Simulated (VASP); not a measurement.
Here is a VASP 6.6.1 calculation.

File POSCAR:

```
RbBr
1.0
    0.0000000000      3.4608320474      3.4608320474
    3.4608320474      0.0000000000      3.4608320474
    3.4608320474      3.4608320474      0.0000000000
Rb Br
1 1
Direct
    0.0000000000      0.0000000000      0.0000000000
    0.5000000000      0.5000000000      0.5000000000
```

File INCAR.step1:

```
SYSTEM = RbBr
  PREC = Accurate
  ENCUT = 520
  EDIFF = 1E-5
  ISMEAR = 0
  SIGMA = 0.01
  LREAL = .FALSE.
  LASPH = .TRUE.
  NELM = 60
  ALGO = Normal
  ISIF = 2
  LWAVE = .TRUE.
  LCHARG = .FALSE.
  GGA = PE
  NBANDS = 15
```

INCAR.step2

```
SYSTEM = RbBr
  PREC = Accurate
  ENCUT = 520
  EDIFF = 1E-6
  ISMEAR = 0
  SIGMA = 0.01
  LREAL = .FALSE.
  LASPH = .TRUE.
  NELM = 60
  ALGO = Normal
  ISIF = 2
  LWAVE = .FALSE.
  LCHARG = .FALSE.
  GGA = PE
  LHFCALC = .TRUE.
  AEXX = 0.5
  PRECFOCK = Normal
  ISTART = 1
  NBANDS = 15
```

Contents of KPOINTS:

```
regular mesh
0
G
  4 4 4
  0 0 0
```

Potentials or basis: VASP PAW PBE potentials, release 64 (Rb_sv, Br).

Run with:

```console
$ cat potpaw_PBE.64/Rb_sv/POTCAR potpaw_PBE.64/Br/POTCAR > POTCAR
$ cp INCAR.step1 INCAR
$ mpirun -np 1 vasp_std > vasp.out
$ cp INCAR.step2 INCAR
$ mpirun -np 1 vasp_std > vasp.out
```

Q: What does it give for the pressure?

A: 0.0 GPa.

Q: What does it give for the band gap on the k mesh?

A: 8.11 eV.

Caveat: the PAW data sets were made with another functional, which shifts forces and pressure a little.
